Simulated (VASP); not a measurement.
# Al2Cu in VASP: further runs

Runs on Al2Cu. Level: r2SCAN. Tasks: single point.

Program: VASP 6.6.1. These are calculated values, not measurements. Logs are shortened: lines on timing, memory, paths and dates and some standing lists are left out, and cuts for length are marked.

## Step 1: The cell of the first run

The typed cell holds 3 atoms: a = 4.129 Å, b = 4.128 Å, c = 2.798 Å, α = 90.00°, β = 90.00°, γ = 90.02°.

## Step 2: Single point, r2SCAN

File POSCAR:

```
Al2Cu
1.0
    4.1286107877     -0.0008103208     -0.0000366511
   -0.0008103208      4.1284645366     -0.0000272028
   -0.0000258137     -0.0000191592      2.7984173371
Al Cu
2 1
Direct
    0.5039702477      0.0006833729      0.5197421083
    0.0039730880      0.5006666247      0.5197424659
    0.0039700551      0.0006617548      0.0197464025
```

File INCAR.step1:

```
SYSTEM = Al2Cu
PREC = Accurate
ENCUT = 520
ISMEAR = 0
SIGMA = 0.1
LREAL = .FALSE.
LASPH = .TRUE.
NELM = 100
NBANDS = 16
GGA = PE
ALGO = Normal
EDIFF = 1E-4
LWAVE = .TRUE.
LCHARG = .FALSE.
```

File INCAR.step2:

```
SYSTEM = Al2Cu
PREC = Accurate
ENCUT = 520
EDIFF = 1E-7
ISMEAR = 0
SIGMA = 0.1
LREAL = .FALSE.
LASPH = .TRUE.
NELM = 100
ALGO = Normal
ISIF = 2
LWAVE = .FALSE.
LCHARG = .TRUE.
METAGGA = R2SCAN
LMIXTAU = .TRUE.
LELF = .TRUE.
LVHAR = .TRUE.
NBANDS = 16
ISTART = 1
```

File KPOINTS:

```
Automatic mesh
0
G
  6 6 8
  0 0 0
```

Potentials or basis: VASP PAW PBE potentials, release 64 (Al, Cu).

Launch:

```
cat potpaw_PBE.64/Al/POTCAR potpaw_PBE.64/Cu/POTCAR > POTCAR
cp INCAR.step1 INCAR
mpirun -np 1 vasp_std > vasp.out
cp INCAR.step2 INCAR
mpirun -np 1 vasp_std > vasp.out
```

OUTCAR:

```text
SYSTEM = Al2Cu
   PREC = Accurate
   ENCUT = 520
   EDIFF = 1E-7
   ISMEAR = 0
   LREAL = .FALSE.
   LASPH = .TRUE.
   NELM = 100
   ISIF = 2
   METAGGA = R2SCAN
   ISTART = 1

 ion  position               nearest neighbor table
   1  0.504  0.001  0.520-   3 2.49   3 2.49   3 2.49   3 2.49   2 2.92   2 2.92   2 2.92   2 2.92

   2  0.004  0.501  0.520-   3 2.49   3 2.49   3 2.49   3 2.49   1 2.92   1 2.92   1 2.92   1 2.92

   3  0.004  0.001  0.020-   2 2.49   2 2.49   2 2.49   1 2.49   2 2.49   1 2.49   1 2.49   1 2.49

  LATTYP: Found a simple monoclinic cell.
 ALAT       =     5.8397799222
 B/A-ratio  =     0.4791991093
 C/A-ratio  =     1.5810599888
 COS(beta)  =    -0.9487194068

  Lattice vectors:

 A1 = (  -4.1294211085,   4.1292748574,   0.0000094483)
 A2 = (   0.0000258137,   0.0000191592,  -2.7984173371)
 A3 = (   4.1302314293,  -8.2577393940,   0.0000177545)

Analysis of symmetry for initial positions (statically):
=====================================================================
 Subroutine PRICEL returns:
 Original cell was already a primitive cell.

 Routine SETGRP: Setting up the symmetry group for a
 simple monoclinic supercell.

 Subroutine GETGRP returns: Found  2 space group operations
 (whereof  1 operations were pure point group operations)
 out of a pool of  4 trial point group operations.

The static configuration has the point symmetry C_1 .
 The point group associated with its full space group is C_1h.

Analysis of symmetry for dynamics (positions and initial velocities):
=====================================================================
 Subroutine PRICEL returns:
 Original cell was already a primitive cell.

 Routine SETGRP: Setting up the symmetry group for a
 simple monoclinic supercell.

 Subroutine GETGRP returns: Found  2 space group operations
 (whereof  1 operations were pure point group operations)
 out of a pool of  4 trial point group operations.

The dynamic configuration has the point symmetry C_1 .
 The point group associated with its full space group is C_1h.

 Subroutine INISYM returns: Found  2 space group operations
 (whereof  1 operations are pure point group operations),
 and found     1 'primitive' translations

----------------------------------------------------------------------------------------

                                     Primitive cell

  volume of cell :      47.6985

  direct lattice vectors                    reciprocal lattice vectors
[... 89 lines left out ...]
   EDIFF  = 0.1E-06   stopping-criterion for ELM
   LREAL  =      F    real-space projection
   EDIFFG = 0.1E-05   stopping-criterion for IOM
   NSW    =      0    number of steps for IOM
   IBRION =     -1    ionic relax: 0-MD 1-quasi-New 2-CG
   NFREE  =      0    steps in history (QN), initial steepest desc. (CG)
   ISIF   =      2    stress and relaxation
   ISYM   =      2    0-nonsym 1-usesym 2-fastsym
   POTIM  = 0.5000    time-step for ionic-motion
   TEBEG  =    0.0;   TEEND  =   0.0 temperature during run
   PSTRESS=    0.0 pullay stress
   NELECT =      17.0000    total number of electrons
   NUPDOWN=      -1.0000    fix difference up-down
   EMIN   =  10.00;   EMAX   =-10.00  energy-range for DOS
   EFERMI =   0.00;   METHOD = LEGACY
   ISMEAR =     0;   SIGMA  =   0.10  broadening in eV -4-tet -1-fermi 0-gaus
   EFERMI_NEDOS =   21; number of points for ismear=-14 and -15
   IALGO  =     38    algorithm
   IMIX   =      4    mixing-type and parameters
     AMIX     =   0.40;   BMIX     =  1.00
     AMIX_MAG =   1.60;   BMIX_MAG =  1.00
  volume/ion in A,a.u.               =      15.90       107.30
  Fermi-wavevector in a.u.,A,eV,Ry     =   1.160708  2.193419 18.330341  1.347242
  Thomas-Fermi vector in A             =   2.297287
   LORBIT       =      0    0 simple, 1 ext, 2 COOP (PROOUT), +10 PAW based schemes
   METAGGA = R2SCAN    functional components
   LHFCALC =     F    Hartree Fock is set to
   AEXX    =    0.0000 exact exchange contribution
   IVDW    =     0    specifies the selected vdW correction
   LEPSILON=     F    determine dielectric tensor
   LRPA    =     F    only Hartree local field effects (RPA)
 non-spin polarized calculation
 Gauss-broadening in eV      SIGMA  =   0.10
  energy-cutoff  :      520.00
  volume of cell :       47.70
 maximum number of plane-waves:      1306
   NGX = 15   NGY = 15   NGZ = 11

 number of electron      16.9999997 magnetization

 Free energy of the ion-electron system (eV)
  ---------------------------------------------------
  ext. energy  EPLUGINS =         0.00000000
  ---------------------------------------------------
  free energy    TOTEN  =       -24.41961768 eV

  energy without entropy =      -24.41649779  energy(sigma->0) =      -24.41805773

 E-fermi :   7.4942     XC(G=0): -11.2092

 val. band max:        7.3854295061   @ k =   0.5000   0.1667   0.2500
 cond. band min:       7.5005493006   @ k =  -0.1667   0.3333   0.0000
 fundamental gap:      0.1151197945
 Fermi energy:         7.4941533119

 k-point     1 :       0.0000    0.0000    0.0000
  band No.  band energies     occupation
      1      -3.9519      2.00000
      2       1.5079      2.00000
      3       2.0472      2.00000
      4       2.7480      2.00000
      5       3.0699      2.00000
      6       3.0703      2.00000
[... 433 lines left out ...]
      3       2.0884      2.00000
      4       2.5695      2.00000
      5       2.7074      2.00000
      6       2.8334      2.00000
[... 8 lines left out ...]
     15      17.6645      0.00000
     16      21.2629      0.00000

 [... further k-points ...]

------------------------ aborting loop because EDIFF is reached ----------------------------------------

  FORCE on cell =-STRESS in cart. coord.  units (eV):
  Direction    XX          YY          ZZ          XY          YZ          ZX
  --------------------------------------------------------------------------------------
  -------------------------------------------------------------------------------------
  Total       -0.0270262     -0.0184297     -0.0493196      0.0028997      0.0000004      0.0000007
  in kB       -0.9078006     -0.6190466     -1.6566289      0.0973990      0.0000146      0.0000227
  external PRESSURE =      -1.0611587 kB  Pullay stress =       0.0000000 kB

 VOLUME and BASIS-vectors are now :
 -----------------------------------------------------------------------------
  energy-cutoff  :      520.00
  volume of cell :       47.70
      direct lattice vectors                 reciprocal lattice vectors
     4.128610788 -0.000810321 -0.000036651     0.242212233  0.000047541  0.000002235
    -0.000810321  4.128464537 -0.000027203     0.000047541  0.242220814  0.000001659
    -0.000025814 -0.000019159  2.798417337     0.000003173  0.000002355  0.357344842

 POSITION                                       TOTAL-FORCE (eV/Angst)
 -----------------------------------------------------------------------------------
      2.08068      0.00240      1.45444        -0.000761     -0.000511      0.000000
      0.01598      2.06697      1.45444        -0.001582     -0.000175      0.000000
      0.01639      0.00273      0.05526         0.002343      0.000686     -0.000000
 -----------------------------------------------------------------------------------
    total drift:                                0.004904      0.001114     -0.001086

  FREE ENERGIE OF THE ION-ELECTRON SYSTEM (eV)
  ---------------------------------------------------
  free  energy   TOTEN  =       -24.4196176790 eV

  energy  without entropy=      -24.4164977873  energy(sigma->0) =      -24.41805773
```

OSZICAR.step1:

```text
N       E                     dE             d eps       ncg     rms          rms(c)
DAV:   1     0.631967130604E+02    0.63197E+02   -0.68974E+03  3216   0.112E+03
DAV:   2    -0.107427195839E+02   -0.73939E+02   -0.65485E+02  3360   0.203E+02
DAV:   3    -0.133910995084E+02   -0.26484E+01   -0.25935E+01  4344   0.436E+01
DAV:   4    -0.134518257995E+02   -0.60726E-01   -0.60706E-01  3928   0.559E+00
DAV:   5    -0.134548346091E+02   -0.30088E-02   -0.30087E-02  5104   0.137E+00    0.138E+01
DAV:   6    -0.151128736735E+02   -0.16580E+01   -0.33831E+01  3696   0.199E+02    0.112E+01
DAV:   7    -0.114055296226E+02    0.37073E+01   -0.92668E+00  3992   0.818E+01    0.202E+00
DAV:   8    -0.113688576107E+02    0.36672E-01   -0.13295E+00  4760   0.330E+01    0.239E+00
DAV:   9    -0.112844381226E+02    0.84419E-01   -0.27424E-01  4024   0.172E+01    0.207E-01
DAV:  10    -0.112879847647E+02   -0.35466E-02   -0.18508E-02  5008   0.359E+00    0.356E-01
DAV:  11    -0.112858637945E+02    0.21210E-02   -0.11792E-02  4256   0.383E+00    0.136E-01
DAV:  12    -0.112855430563E+02    0.32074E-03   -0.10089E-03  4864   0.925E-01    0.325E-02
DAV:  13    -0.112855264437E+02    0.16613E-04   -0.27341E-05  2160   0.147E-01
   1 F= -.11285526E+02 E0= -.11283385E+02  d E =-.428194E-02
```

Wall time 5.1 min (1 thread of Intel Xeon 8259CL, shared host); peak memory 0.23 GiB.

What came out:

- Free energy: -24.4196 eV
- Pressure: -0.1 GPa

Forces on the atoms (eV/Å):
```
Al  -0.001 -0.001  0.000
Al  -0.002  0.000  0.000
Cu   0.002  0.001  0.000
```

Levels at points of the mesh, in eV from the Fermi level:
```
           k point  band 6  band 7  band 8  band 9  band 10  band 11  band 12  band 13
(0.00, 0.00, 0.00)   -4.42   -2.99   -2.99   -0.38     0.71     6.11     6.12     6.94
(0.50, 0.00, 0.00)   -4.45   -4.42   -1.64    1.29     1.55     1.67     8.47     8.70
(0.00, 0.50, 0.00)   -4.45   -4.42   -1.64    1.29     1.55     1.67     8.47     8.70
(0.50, 0.50, 0.00)   -4.75   -4.44   -4.44   -2.79     8.69     8.70     9.96    10.34
(0.00, 0.00, 0.50)   -4.52   -3.25    2.23    2.59     2.59     2.67     2.67     3.23
(0.50, 0.00, 0.50)   -4.59   -3.47   -2.66   -1.75     3.87     3.89     4.54     5.46
(0.00, 0.50, 0.50)   -4.59   -3.47   -2.66   -1.75     3.87     3.89     4.54     5.45
(0.50, 0.50, 0.50)   -3.81   -2.72   -2.72   -0.90    -0.86     0.10     0.11     2.54
```

Caveat: the PAW data sets were made with another functional, which shifts forces and pressure a little.

[end of part 1 of 2]
